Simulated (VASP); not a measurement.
# Ca (P6_3/mmc) in VASP: notebook

Ca is run at these levels: r2SCAN; tasks: single point, relaxation of shape and atoms at fixed volume.

Everything below comes from runs of VASP 6.6.1. Logs are shortened: lines on timing, memory, paths and dates and some standing lists are left out, and cuts for length are marked.

**1. The cell of the first run**

The structure is hexagonal, space group P6_3/mmc (No. 194). Conventional cell: a = 3.978 Å, b = 3.978 Å, c = 6.521 Å, α = 90.00°, β = 90.00°, γ = 120.00°. Ca (site symmetry -6m2) has 12 Ca at 3.98 to 3.99 Å within 5.2 Å.

**2. Single point, r2SCAN (volume scaled by 1.03, then relaxed in part)**

POSCAR reads:

```
Ca
1.0
    3.9778766891      0.0000000000      0.0000000000
   -1.9889383446      3.4449422659      0.0000000000
    0.0000000000      0.0000000000      6.5208086811
Ca
2
Direct
    0.3333333333      0.6666666667      0.2500000000
    0.6666666667      0.3333333333      0.7500000000
```

INCAR.step1 reads:

```
PREC = Accurate
ENCUT = 520
ISMEAR = 0
SIGMA = 0.1
LREAL = F
LASPH = T
NELM = 100
NBANDS = 17
GGA = PE
ALGO = Normal
EDIFF = 1E-4
LWAVE = T
LCHARG = F
```

INCAR.step2 reads:

```
PREC = Accurate
ENCUT = 520
EDIFF = 1E-6
ISMEAR = 0
SIGMA = 0.1
LREAL = F
LASPH = T
NELM = 100
ALGO = Normal
ISIF = 2
LWAVE = F
LCHARG = T
METAGGA = R2SCAN
LMIXTAU = T
LELF = T
LVHAR = T
NBANDS = 17
ISTART = 1
```

KPOINTS reads:

```
regular mesh
0
Gamma
  12 12 8
```

Potentials or basis: VASP PAW PBE potentials, release 64 (Ca_sv).

Launch:

```console
$ cat potpaw_PBE.64/Ca_sv/POTCAR > POTCAR
$ cp INCAR.step1 INCAR
$ mpirun -np 1 vasp_std > vasp.out
$ cp INCAR.step2 INCAR
$ mpirun -np 1 vasp_std > vasp.out
```

OUTCAR:

```text
PREC = Accurate
   ENCUT = 520
   EDIFF = 1E-6
   ISMEAR = 0
   LREAL = F
   LASPH = T
   NELM = 100
   ISIF = 2
   METAGGA = R2SCAN
   ISTART = 1

 ion  position               nearest neighbor table
   1  0.333  0.667  0.250-
   2  0.667  0.333  0.750-

  LATTYP: Found a hexagonal cell.
 ALAT       =     3.9778766891
 C/A-ratio  =     1.6392686830

  Lattice vectors:

 A1 = (   3.9778766891,   0.0000000000,   0.0000000000)
 A2 = (  -1.9889383446,   3.4449422659,   0.0000000000)
 A3 = (   0.0000000000,   0.0000000000,   6.5208086811)

Analysis of symmetry for initial positions (statically):
=====================================================================
 Subroutine PRICEL returns:
 Original cell was already a primitive cell.

 Routine SETGRP: Setting up the symmetry group for a
 hexagonal supercell.

 Subroutine GETGRP returns: Found 24 space group operations
 (whereof 12 operations were pure point group operations)
 out of a pool of 24 trial point group operations.

The static configuration has the point symmetry D_3d.
 The point group associated with its full space group is D_6h.

Analysis of symmetry for dynamics (positions and initial velocities):
=====================================================================
 Subroutine PRICEL returns:
 Original cell was already a primitive cell.

 Routine SETGRP: Setting up the symmetry group for a
 hexagonal supercell.

 Subroutine GETGRP returns: Found 24 space group operations
 (whereof 12 operations were pure point group operations)
 out of a pool of 24 trial point group operations.

The dynamic configuration has the point symmetry D_3d.
 The point group associated with its full space group is D_6h.

 Subroutine INISYM returns: Found 24 space group operations
 (whereof 12 operations are pure point group operations),
 and found     1 'primitive' translations

----------------------------------------------------------------------------------------

                                     Primitive cell

  volume of cell :      89.3583

  direct lattice vectors                    reciprocal lattice vectors
     3.977876689  0.000000000  0.000000000     0.251390397  0.145140313  0.000000000
    -1.988938345  3.444942266  0.000000000     0.000000000  0.290280627  0.000000000
     0.000000000  0.000000000  6.520808681     0.000000000  0.000000000  0.153355212

  length of vectors
     3.977876689  3.977876689  6.520808681     0.290280627  0.290280627  0.153355212

  position of ions in fractional coordinates (direct lattice)
     0.333333333  0.666666667  0.250000000
     0.666666667  0.333333333  0.750000000

  ion indices of the primitive-cell ions
   primitive index   ion index
                 1           1
                 2           2

----------------------------------------------------------------------------------------

 KPOINTS: regular mesh

Automatic generation of k-mesh.
 Grid dimensions read from file:
 generate k-points for:   12   12    8

 Generating k-lattice:

  Cartesian coordinates                     Fractional coordinates (reciprocal lattice)
     0.020949200  0.012095026  0.000000000     0.083333333 -0.000000000  0.000000000
     0.000000000  0.024190052  0.000000000     0.000000000  0.083333333  0.000000000
     0.000000000  0.000000000  0.019169402     0.000000000  0.000000000  0.125000000

  Length of vectors
     0.024190052  0.024190052  0.019169402

  Shift w.r.t. Gamma in fractional coordinates (k-lattice)
     0.000000000  0.000000000  0.000000000

 Subroutine IBZKPT returns following result:
 ===========================================

 Found     95 irreducible k-points:

 Following reciprocal coordinates:
            Coordinates               Weight
  0.000000  0.000000  0.000000      1.000000
  0.083333 -0.000000  0.000000      6.000000
  0.166667 -0.000000  0.000000      6.000000
  0.250000  0.000000  0.000000      6.000000
  0.333333  0.000000  0.000000      6.000000
  0.416667 -0.000000  0.000000      6.000000
[... 16 lines left out ...]
  0.250000  0.000000  0.125000     12.000000
  0.333333  0.000000  0.125000     12.000000
 [... further k-points ...]
   k-points           NKPTS =     95   k-points in BZ     NKDIM =     95   number of bands    NBANDS=     17
   number of dos      NEDOS =    301   number of ions     NIONS =      2
   total plane-waves  NPLWV =  43200
   dimension x,y,z NGX =    30 NGY =   30 NGZ =   48
   dimension x,y,z NGXF=    60 NGYF=   60 NGZF=   96
   ions per type =               2
   NGX,Y,Z   is equivalent  to a cutoff of  12.54, 12.54, 12.24 a.u.
   NGXF,Y,Z  is equivalent  to a cutoff of  25.08, 25.08, 24.47 a.u.
 SYSTEM =  unknown system
   PREC   = accura    normal or accurate (medium, high low for compatibility)
   ISTART =      1    job   : 0-new  1-cont  2-samecut
   ICHARG =      0    charge: 1-file 2-atom 10-const
   ISPIN  =      1    spin polarized calculation?
   LNONCOLLINEAR =      F non collinear calculations
   LSORBIT =      F    spin-orbit coupling
   LASPH  =      T    aspherical Exc in radial PAW
   ENCUT  =  520.0 eV  38.22 Ry    6.18 a.u.   7.40  7.40 12.12*2*pi/ulx,y,z
   NELM   =    100;   NELMIN=  2; NELMDL=  0     # of ELM steps
   EDIFF  = 0.1E-05   stopping-criterion for ELM
   LREAL  =      F    real-space projection
   EDIFFG = 0.1E-04   stopping-criterion for IOM
   NSW    =      0    number of steps for IOM
   IBRION =     -1    ionic relax: 0-MD 1-quasi-New 2-CG
   NFREE  =      0    steps in history (QN), initial steepest desc. (CG)
   ISIF   =      2    stress and relaxation
   ISYM   =      2    0-nonsym 1-usesym 2-fastsym
   POTIM  = 0.5000    time-step for ionic-motion
   TEBEG  =    0.0;   TEEND  =   0.0 temperature during run
   PSTRESS=    0.0 pullay stress
   NELECT =      20.0000    total number of electrons
   NUPDOWN=      -1.0000    fix difference up-down
   EMIN   =  10.00;   EMAX   =-10.00  energy-range for DOS
   EFERMI =   0.00;   METHOD = LEGACY
   ISMEAR =     0;   SIGMA  =   0.10  broadening in eV -4-tet -1-fermi 0-gaus
   EFERMI_NEDOS =   21; number of points for ismear=-14 and -15
   IALGO  =     38    algorithm
   IMIX   =      4    mixing-type and parameters
     AMIX     =   0.40;   BMIX     =  1.00
     AMIX_MAG =   1.60;   BMIX_MAG =  1.00
  volume/ion in A,a.u.               =      44.68       301.51
  Fermi-wavevector in a.u.,A,eV,Ry     =   0.993970  1.878331 13.442233  0.987976
  Thomas-Fermi vector in A             =   2.125889
   LORBIT       =      0    0 simple, 1 ext, 2 COOP (PROOUT), +10 PAW based schemes
   METAGGA = R2SCAN    functional components
   LHFCALC =     F    Hartree Fock is set to
   AEXX    =    0.0000 exact exchange contribution
   IVDW    =     0    specifies the selected vdW correction
   LEPSILON=     F    determine dielectric tensor
   LRPA    =     F    only Hartree local field effects (RPA)
 non-spin polarized calculation
 Gauss-broadening in eV      SIGMA  =   0.10
  energy-cutoff  :      520.00
  volume of cell :       89.36
 maximum number of plane-waves:      2442
 NGX is ok and might be reduce to    30
   NGX = 15   NGY = 15   NGZ = 25

 number of electron      20.0000006 magnetization

 Free energy of the ion-electron system (eV)
  ---------------------------------------------------
  ext. energy  EPLUGINS =         0.00000000
  ---------------------------------------------------
  free energy    TOTEN  =       -14.05249596 eV

  energy without entropy =      -14.04063797  energy(sigma->0) =      -14.04656697

 E-fermi :   1.8411     XC(G=0):  -8.0360

 val. band max:        1.8406188485   @ k =   0.3333   0.1667   0.1250
 cond. band min:       1.8437865621   @ k =   0.4167   0.0833   0.3750
 fundamental gap:      0.0031677137
 Fermi energy:         1.8410522479

 k-point     1 :       0.0000    0.0000    0.0000
  band No.  band energies     occupation
      1     -42.1287      2.00000
      2     -42.1178      2.00000
      3     -22.2757      2.00000
      4     -22.1814      2.00000
      5     -22.1814      2.00000
      6     -22.1654      2.00000
[... 9 lines left out ...]
     16       4.6973      0.00000
     17       5.0961      0.00000

 k-point     2 :       0.0833   -0.0000    0.0000
  band No.  band energies     occupation
      1     -42.1280      2.00000
      2     -42.1174      2.00000
      3     -22.2731      2.00000
      4     -22.1876      2.00000
      5     -22.1834      2.00000
      6     -22.1717      2.00000
[... 9 lines left out ...]
     16       4.7731      0.00000
     17       4.9871      0.00000

 k-point     3 :       0.1667   -0.0000    0.0000
  band No.  band energies     occupation
      1     -42.1261      2.00000
      2     -42.1165      2.00000
      3     -22.2655      2.00000
      4     -22.2043      2.00000
      5     -22.1887      2.00000
      6     -22.1885      2.00000
[... 9 lines left out ...]
     16       4.7524      0.00000
     17       4.8358      0.00000

 k-point     4 :       0.2500    0.0000    0.0000
  band No.  band energies     occupation
      1     -42.1235      2.00000
      2     -42.1154      2.00000
      3     -22.2542      2.00000
      4     -22.2273      2.00000
      5     -22.2116      2.00000
      6     -22.1954      2.00000
[... 9 lines left out ...]
     16       5.0148      0.00000
     17       5.0352      0.00000

 k-point     5 :       0.3333    0.0000    0.0000
  band No.  band energies     occupation
      1     -42.1207      2.00000
      2     -42.1145      2.00000
      3     -22.2506      2.00000
      4     -22.2411      2.00000
      5     -22.2340      2.00000
      6     -22.2021      2.00000
[... 9 lines left out ...]
     16       5.3450      0.00000
     17       5.4992      0.00000

 k-point     6 :       0.4167   -0.0000    0.0000
  band No.  band energies     occupation
      1     -42.1185      2.00000
      2     -42.1140      2.00000
      3     -22.2677      2.00000
      4     -22.2501      2.00000
      5     -22.2290      2.00000
      6     -22.2069      2.00000
[... 9 lines left out ...]
     16       5.7462      0.00000
     17       5.9856      0.00000

 k-point     7 :       0.5000    0.0000    0.0000
  band No.  band energies     occupation
      1     -42.1175      2.00000
      2     -42.1139      2.00000
      3     -22.2740      2.00000
      4     -22.2559      2.00000
      5     -22.2233      2.00000
      6     -22.2087      2.00000
[... 9 lines left out ...]
     16       6.1364      0.00000
     17       6.1431      0.00000

 k-point     8 :       0.0833    0.0833    0.0000
  band No.  band energies     occupation
      1     -42.1267      2.00000
      2     -42.1168      2.00000
      3     -22.2680      2.00000
      4     -22.1979      2.00000
      5     -22.1899      2.00000
      6     -22.1806      2.00000
[... 9 lines left out ...]
     16       4.7513      0.00000
     17       4.9178      0.00000
[... 203 lines left out ...]
      1     -42.1148      2.00000
      2     -42.1148      2.00000
      3     -22.2542      2.00000
      4     -22.2378      2.00000
      5     -22.2378      2.00000
      6     -22.2198      2.00000
[... 9 lines left out ...]
     16       5.7955      0.00000
     17       5.8014      0.00000

 k-point    20 :       0.0000    0.0000    0.1250
  band No.  band energies     occupation
      1     -42.1282      2.00000
      2     -42.1182      2.00000
      3     -22.2713      2.00000
      4     -22.1808      2.00000
      5     -22.1808      2.00000
      6     -22.1660      2.00000
[... 9 lines left out ...]
     16       4.6588      0.00000
     17       5.1652      0.00000

 k-point    21 :       0.0833   -0.0000    0.1250
  band No.  band energies     occupation
      1     -42.1276      2.00000
      2     -42.1178      2.00000
      3     -22.2689      2.00000
      4     -22.1868      2.00000
      5     -22.1827      2.00000
      6     -22.1733      2.00000
[... 9 lines left out ...]
     16       4.7246      0.00000
     17       5.0948      0.00000

 k-point    22 :       0.1667   -0.0000    0.1250
  band No.  band energies     occupation
      1     -42.1258      2.00000
      2     -42.1169      2.00000
      3     -22.2623      2.00000
      4     -22.2031      2.00000
      5     -22.1908      2.00000
      6     -22.1878      2.00000
[... 9 lines left out ...]
     16       4.8423      0.00000
     17       4.9629      0.00000

 k-point    23 :       0.2500    0.0000    0.1250
  band No.  band energies     occupation
      1     -42.1232      2.00000
      2     -42.1157      2.00000
      3     -22.2537      2.00000
      4     -22.2243      2.00000
      5     -22.2136      2.00000
      6     -22.1946      2.00000
[... 9 lines left out ...]
     16       5.0415      0.00000
     17       5.0830      0.00000

 k-point    24 :       0.3333    0.0000    0.1250
  band No.  band energies     occupation
      1     -42.1205      2.00000
      2     -42.1147      2.00000
      3     -22.2560      2.00000
      4     -22.2381      2.00000
      5     -22.2308      2.00000
      6     -22.2012      2.00000
[... 9 lines left out ...]
     16       5.3660      0.00000
     17       5.4646      0.00000

 [... further k-points ...]

------------------------ aborting loop because EDIFF is reached ----------------------------------------

  FORCE on cell =-STRESS in cart. coord.  units (eV):
  Direction    XX          YY          ZZ          XY          YZ          ZX
  --------------------------------------------------------------------------------------
  -------------------------------------------------------------------------------------
  Total       -0.2381785     -0.2381785     -0.2528403      0.0000000      0.0000000      0.0000000
  in kB       -4.2704965     -4.2704965     -4.5333797      0.0000000      0.0000000      0.0000000
  external PRESSURE =      -4.3581242 kB  Pullay stress =       0.0000000 kB

 VOLUME and BASIS-vectors are now :
 -----------------------------------------------------------------------------
  energy-cutoff  :      520.00
  volume of cell :       89.36
      direct lattice vectors                 reciprocal lattice vectors
     3.977876689  0.000000000  0.000000000     0.251390397  0.145140313  0.000000000
    -1.988938345  3.444942266  0.000000000     0.000000000  0.290280627  0.000000000
     0.000000000  0.000000000  6.520808681     0.000000000  0.000000000  0.153355212

 POSITION                                       TOTAL-FORCE (eV/Angst)
 -----------------------------------------------------------------------------------
     -0.00000      2.29663      1.63020         0.000000      0.000000     -0.000000
      1.98894      1.14831      4.89061        -0.000000      0.000000      0.000000
 -----------------------------------------------------------------------------------
    total drift:                               -0.000000      0.000000      0.000000

  FREE ENERGIE OF THE ION-ELECTRON SYSTEM (eV)
  ---------------------------------------------------
  free  energy   TOTEN  =       -14.0524959630 eV

  energy  without entropy=      -14.0406379711  energy(sigma->0) =      -14.04656697
```

Run time: 5.9 min. Hardware: 1 thread of Intel Xeon 6975P-C, shared host; peak memory 0.29 GiB.

What came out:

```
Free energy            : -14.0525 eV
Pressure               : -0.4 GPa
Band gap on the k mesh : zero (band 10 reaches 2.15 eV, above the bottom of band 11 at 1.43 eV)
```

Caveat: the PAW data sets were made with another functional, which shifts forces and pressure a little.

**3. Single point, r2SCAN**

POSCAR reads:

```
Ca
1.0
    3.9800000000      0.0000000000      0.0000000000
   -1.9900000000      3.4467811071      0.0000000000
    0.0000000000      0.0000000000      6.5200000000
Ca
2
Direct
    0.3333333333      0.6666666667      0.2500000000
    0.6666666667      0.3333333333      0.7500000000
```

INCAR.step1 reads:

```
SYSTEM = Ca
PREC = Accurate
ENCUT = 520
ISMEAR = 0
SIGMA = 0.1
LREAL = .FALSE.
LASPH = .TRUE.
NELM = 80
NBANDS = 17
GGA = PE
ALGO = Normal
EDIFF = 1E-4
LWAVE = .TRUE.
LCHARG = .FALSE.
```

INCAR.step2 reads:

```
SYSTEM = Ca
PREC = Accurate
ENCUT = 520
EDIFF = 1E-6
ISMEAR = 0
SIGMA = 0.1
LREAL = .FALSE.
LASPH = .TRUE.
NELM = 80
ALGO = Normal
ISIF = 2
LWAVE = .FALSE.
LCHARG = .TRUE.
METAGGA = R2SCAN
LMIXTAU = .TRUE.
LELF = .TRUE.
LVHAR = .TRUE.
NBANDS = 17
ISTART = 1
```

KPOINTS reads:

```
Automatic mesh
0
G
  12 12 8
  0 0 0
```

Potentials or basis: VASP PAW PBE potentials, release 64 (Ca_sv).

Launch:

```console
$ cat potpaw_PBE.64/Ca_sv/POTCAR > POTCAR
$ cp INCAR.step1 INCAR
$ mpirun -np 1 vasp_std > vasp.out
$ cp INCAR.step2 INCAR
$ mpirun -np 1 vasp_std > vasp.out
```

It took 6 min on 1 thread of Intel Xeon 6975P-C, shared host; peak memory 0.29 GiB.

Results (log left out):

| Property | Result |
| --- | --- |
| Free energy | -14.0523 eV |
| Pressure | -0.4 GPa |
| Band gap on the k mesh | zero (band 10 reaches 2.15 eV, above the bottom of band 11 at 1.43 eV) |

Levels at points of the mesh, in eV from the Fermi level:
```
           k point  band 7  band 8  band 9  band 10  band 11  band 12  band 13  band 14
(0.00, 0.00, 0.00)  -24.01  -24.00   -4.25    -1.01    -0.40     2.53     2.54     2.54
(0.50, 0.00, 0.00)  -24.03  -24.03   -1.15    -0.84     0.31     0.51     1.45     2.04
(0.00, 0.00, 0.50)  -24.02  -24.02   -3.22    -3.22     1.55     1.55     2.53     2.53
(0.50, 0.00, 0.50)  -24.03  -24.03   -0.65    -0.65    -0.03    -0.03     1.64     1.64
```

Caveat: the PAW data sets were made with another functional, which shifts forces and pressure a little.

**4. Single point, r2SCAN (volume scaled by 1.06, then relaxed in part)**

POSCAR reads:

```
Ca
1.0
    4.0161278500      0.0000000000      0.0000000000
   -2.0080639250      3.4780687429      0.0000000000
    0.0000000000      0.0000000000      6.5835126112
Ca
2
Direct
    0.3333333333      0.6666666667      0.2500000000
    0.6666666667      0.3333333333      0.7500000000
```

INCAR.step1 reads:

```
SYSTEM = Ca
  PREC = Accurate
  ENCUT = 520
  ISMEAR = 0
  SIGMA = 0.1
  LREAL = .False.
  LASPH = .True.
  NELM = 100
  NBANDS = 17
  GGA = PE
  ALGO = Normal
  EDIFF = 1E-4
  LWAVE = .True.
  LCHARG = .False.
```

INCAR.step2 reads:

```
SYSTEM = Ca
  PREC = Accurate
  ENCUT = 520
  EDIFF = 1E-6
  ISMEAR = 0
  SIGMA = 0.1
  LREAL = .False.
  LASPH = .True.
  NELM = 100
  ALGO = Normal
  ISIF = 2
  LWAVE = .False.
  LCHARG = .False.
  METAGGA = R2SCAN
  LMIXTAU = .True.
  NBANDS = 17
  ISTART = 1
```

KPOINTS reads:

```
regular mesh
0
Gamma
  12 12 8
  0 0 0
```

Launch:

```console
$ cat potpaw_PBE.64/Ca_sv/POTCAR > POTCAR
$ cp INCAR.step1 INCAR
$ mpirun -np 1 vasp_std > vasp.out
$ cp INCAR.step2 INCAR
$ mpirun -np 1 vasp_std > vasp.out
```

Wall time 7.5 min (1 thread of Intel Xeon 6975P-C, shared host); peak memory 0.29 GiB.

It converged, with:

```
Free energy            : -14.0425 eV
Pressure               : -0.9 GPa
Band gap on the k mesh : zero (band 10 reaches 2.04 eV, above the bottom of band 11 at 1.31 eV)
```

Levels at points of the mesh, in eV from the Fermi level:
```tsv
k point	band 7	band 8	band 9	band 10	band 11	band 12	band 13	band 14
(0.00, 0.00, 0.00)	-24.07	-24.07	-4.20	-0.99	-0.42	2.49	2.51	2.51
(0.50, 0.00, 0.00)	-24.09	-24.09	-1.14	-0.84	0.33	0.53	1.42	2.00
(0.00, 0.00, 0.50)	-24.08	-24.08	-3.19	-3.19	1.54	1.54	2.50	2.50
(0.50, 0.00, 0.50)	-24.10	-24.10	-0.63	-0.63	-0.05	-0.05	1.63	1.63
```

Caveat: the PAW data sets were made with another functional, which shifts forces and pressure a little.

[end of part 1 of 2]
